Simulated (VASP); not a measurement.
# Si2Ge2Ir (P-6m2) in VASP: further runs, part 4 of 4

VASP 6.6.1. The steps go on from the part before.

## (6) Relaxation of cell and atoms, PBE

This run uses another cell than the first one, of 16.85 Å³/atom.

Input file INCAR:

```
SYSTEM = Si2Ge2Ir
ALGO     = Normal         ! electronic algorithm
EDIFF    = 1E-7           ! SCF threshold, eV
EDIFFG   = -0.08          ! ionic threshold
ENCUT    = 500            ! plane-wave cutoff, eV
GGA      = PE             ! functional
GGA_COMPAT= .FALSE.      
IBRION   = 2              ! ionic algorithm
ISIF     = 3              ! what is computed and relaxed
ISMEAR   = 0              ! smearing method
LASPH    = .TRUE.         ! aspherical terms in the spheres
LCHARG   = .FALSE.        ! write CHGCAR
LREAL    = .FALSE.        ! projectors in reciprocal space
LWAVE    = .FALSE.        ! write WAVECAR
NELM     = 120            ! most SCF steps
NELMIN   = 4            
NSW      = 36             ! ionic steps
PREC     = Accurate       ! precision mode
SIGMA    = 0.2            ! smearing width, eV
```

Input file KPOINTS:

```
k-points
0
G
  5 5 3
  0 0 0
```

Input file POSCAR:

```
Si2Ge2Ir
1.0
    4.0670094800      0.0000000000      0.0000000000
   -2.0335047400      3.5221335300      0.0000000000
    0.0000000000      0.0000000000      5.8825755800
Si Ge Ir
2 2 1
Direct
    0.0000000000      0.0000000000      0.0000000000
    0.0000000000      0.0000000000      0.5000000000
    0.6666666700      0.3333333300      0.5000000000
    0.6666666700      0.3333333300      0.0000000000
    0.3333333300      0.6666666700      0.5000000000
```

Potentials or basis: VASP PAW PBE potentials, release 64 (Si, Ge_d, Ir).

Launch:

```
> cat potpaw_PBE.64/Si/POTCAR potpaw_PBE.64/Ge_d/POTCAR potpaw_PBE.64/Ir/POTCAR > POTCAR
> mpirun -np 1 vasp_std > vasp.out
```

OUTCAR:

```text
SYSTEM = Si2Ge2Ir
   EDIFF = 1E-7
   EDIFFG = -0.08
   ENCUT = 500
   GGA = PE
   IBRION = 2
   ISIF = 3
   ISMEAR = 0
   LASPH = .TRUE.
   LREAL = .FALSE.
   NELM = 120
   NELMIN = 4
   NSW = 36
   PREC = Accurate

 ion  position               nearest neighbor table
   1  0.000  0.000  0.000-   4 2.35   4 2.35   4 2.35   2 2.94   2 2.94
   2  0.000  0.000  0.500-   3 2.35   5 2.35   3 2.35   5 2.35   3 2.35   5 2.35   1 2.94   1 2.94

   3  0.667  0.333  0.500-   5 2.35   2 2.35   5 2.35   2 2.35   2 2.35   5 2.35
   4  0.667  0.333  0.000-   1 2.35   1 2.35   1 2.35
   5  0.333  0.667  0.500-   2 2.35   3 2.35   3 2.35   2 2.35   2 2.35   3 2.35

  LATTYP: Found a hexagonal cell.
 ALAT       =     4.0670094800
 C/A-ratio  =     1.4464130484

  Lattice vectors:

 A1 = (   4.0670094800,   0.0000000000,   0.0000000000)
 A2 = (  -2.0335047400,   3.5221335300,   0.0000000000)
 A3 = (   0.0000000000,   0.0000000000,   5.8825755800)

Analysis of symmetry for initial positions (statically):
=====================================================================
 Subroutine PRICEL returns:
 Original cell was already a primitive cell.

 Routine SETGRP: Setting up the symmetry group for a
 hexagonal supercell.

 Subroutine GETGRP returns: Found 12 space group operations
 (whereof 12 operations were pure point group operations)
[... 160 lines left out ...]

  FORCE on cell =-STRESS in cart. coord.  units (eV):
  Direction    XX          YY          ZZ          XY          YZ          ZX
  --------------------------------------------------------------------------------------
  -------------------------------------------------------------------------------------
  Total       19.7694936     19.7694936      0.0746557      0.0000000      0.0000000      0.0000000
  in kB      375.8872632    375.8872638      1.4194657      0.0000000      0.0000000      0.0000000
  external PRESSURE =     251.0646642 kB  Pullay stress =       0.0000000 kB
[... 26 lines left out ...]
--------------------------------------- Ionic step        2  -------------------------------------------

 number of electron      45.0000074 magnetization

 E-fermi :   3.9466     XC(G=0):  -9.7280

 val. band max:        3.8962524738   @ k =   0.4000  -0.0000   0.0000
 cond. band min:       3.9595066866   @ k =   0.4000  -0.0000   0.3333
 fundamental gap:      0.0632542128
 Fermi energy:         3.9466359148

 k-point     1 :       0.0000    0.0000    0.0000
  band No.  band energies     occupation
      1     -20.6067      2.00000
      2     -20.5707      2.00000
      3     -20.5707      2.00000
      4     -20.5410      2.00000
      5     -20.5410      2.00000
      6     -20.4325      2.00000
[... 561 lines left out ...]
--------------------------------------- Ionic step        9  -------------------------------------------

 number of electron      44.9999968 magnetization

 Free energy of the ion-electron system (eV)
  ---------------------------------------------------
  ext. energy  EPLUGINS =         0.00000000
  ---------------------------------------------------
  free energy    TOTEN  =       -26.89400368 eV

  energy without entropy =      -26.79871320  energy(sigma->0) =      -26.84635844

 E-fermi :   6.8199     XC(G=0): -11.0243

 val. band max:        6.7973897755   @ k =   0.2000   0.2000   0.3333
 cond. band min:       6.8519319586   @ k =   0.2000  -0.0000   0.0000
 fundamental gap:      0.0545421831
 Fermi energy:         6.8198610527

 k-point     1 :       0.0000    0.0000    0.0000
  band No.  band energies     occupation
      1     -17.9141      2.00000
      2     -17.7967      2.00000
      3     -17.7967      2.00000
      4     -17.7560      2.00000
      5     -17.7560      2.00000
      6     -17.6820      2.00000
[... 321 lines left out ...]
  FREE ENERGIE OF THE ION-ELECTRON SYSTEM (eV)
  ---------------------------------------------------
  free  energy   TOTEN  =       -26.8940036751 eV

  energy  without entropy=      -26.7987131960  energy(sigma->0) =      -26.84635844

 reached required accuracy - stopping structural energy minimisation
```

It took 5.1 min on 1 thread of Intel Xeon 8259CL, shared host; peak memory 0.23 GiB.

Results:

* Free energy: -26.8940 eV
* Relaxed volume: 18.00 Å³/atom
* Relaxed cell: a = 4.410 Å, b = 4.410 Å, c = 5.342 Å, α = 90.00°, β = 90.00°, γ = 120.00°
* Space group after relaxing (to 0.1 Å): P-6m2 (No. 187)
* Energy gained by relaxing: 277.6 meV/atom
* Ionic steps: 9
* Pressure after relaxing: 0.0 GPa
* Band gap on the k mesh: zero (an odd number of electrons rules out a gap without spin polarisation)

The path:
| step | energy change (eV) | largest force (eV/Å) | pressure (GPa) | volume (Å³) |
| --- | --- | --- | --- | --- |
| 1 | 0.0000 | 0.0000 | 25.11 | 84.27 |
| 2 | 0.4601 | 0.0000 | -15.19 | 119.56 |
| 3 | -1.2136 | 0.0000 | -3.07 | 97.73 |
| 4 | -1.2207 | 0.0000 | -1.98 | 96.89 |
| 5 | -1.2213 | 0.0000 | -1.58 | 96.57 |
| 6 | -1.2848 | 0.0000 | -1.07 | 94.60 |
| 7 | -1.3816 | 0.0000 | 1.35 | 89.23 |
| 8 | -1.3790 | 0.0000 | -1.52 | 90.89 |
| 9 | -1.3880 | 0.0000 | -0.03 | 89.99 |

Final structure:
```cif
data_structure
_symmetry_space_group_name_H-M 'P 1'
_symmetry_Int_Tables_number 1
_cell_length_a 4.4104
_cell_length_b 4.4104
_cell_length_c 5.3420
_cell_angle_alpha 90.000
_cell_angle_beta 90.000
_cell_angle_gamma 120.000
_cell_volume 89.99
loop_
_atom_site_label
_atom_site_type_symbol
_atom_site_fract_x
_atom_site_fract_y
_atom_site_fract_z
_atom_site_occupancy
Si1 Si 0.00000 0.00000 0.00000 1
Si2 Si 0.00000 0.00000 0.50000 1
Ge1 Ge 0.66667 0.33333 0.50000 1
Ge2 Ge 0.66667 0.33333 0.00000 1
Ir1 Ir 0.33333 0.66667 0.50000 1
```

Caveat: spin-orbit coupling is left out, which moves the levels of the heavy elements.

## (7) Summary

| task | cell | k mesh | gap on the mesh (eV) | pressure (GPa) | relaxed volume (Å³/atom) | largest force (eV/Å) |
| --- | --- | --- | --- | --- | --- | --- |
| single point | a = 4.411, b = 4.411, c = 5.348 Å, angles 90.0, 90.0, 120.0°, 5 atoms, atomic positions A | 5 × 5 × 3 | none | -0.1 | - | - |
| single point | a = 3.635, b = 3.635, c = 8.212 Å, angles 90.0, 90.0, 120.0°, 5 atoms, atomic positions B | 5 × 5 × 2 | none | 0.2 | - | 0.03 |
| single point | a = 3.795, b = 3.795, c = 9.604 Å, angles 90.0, 90.0, 120.0°, 5 atoms, atomic positions C | 6 × 6 × 2 | none | 0.5 | - | 0.07 |
| relaxation of cell and atoms | relaxed from a = 3.525, b = 3.525, c = 7.534 Å, angles 90.0, 90.0, 120.0°, 5 atoms, atomic positions D | 5 × 5 × 2 | none | 0.0 | 18.80 | 0.03 |
| relaxation of cell and atoms | relaxed from a = 4.067, b = 4.067, c = 5.883 Å, angles 90.0, 90.0, 120.0°, 5 atoms, atomic positions A | 5 × 5 × 3 | none | 0.0 | 18.00 | - |

Alike in all rows: level PBE; potentials or basis VASP PAW PBE potentials, release 64 (Si, Ge_d, Ir); no spin polarisation; cutoff (eV) 500; smearing gaussian 0.2 eV.

Caveats: some runs use coarse meshes; spin-orbit coupling is left out, which moves the levels of the heavy elements; the volume moved by over 15 % at a fixed basis, so the end points are rough (at least some runs).

Absolute energies hang on the potentials; compare differences alone.
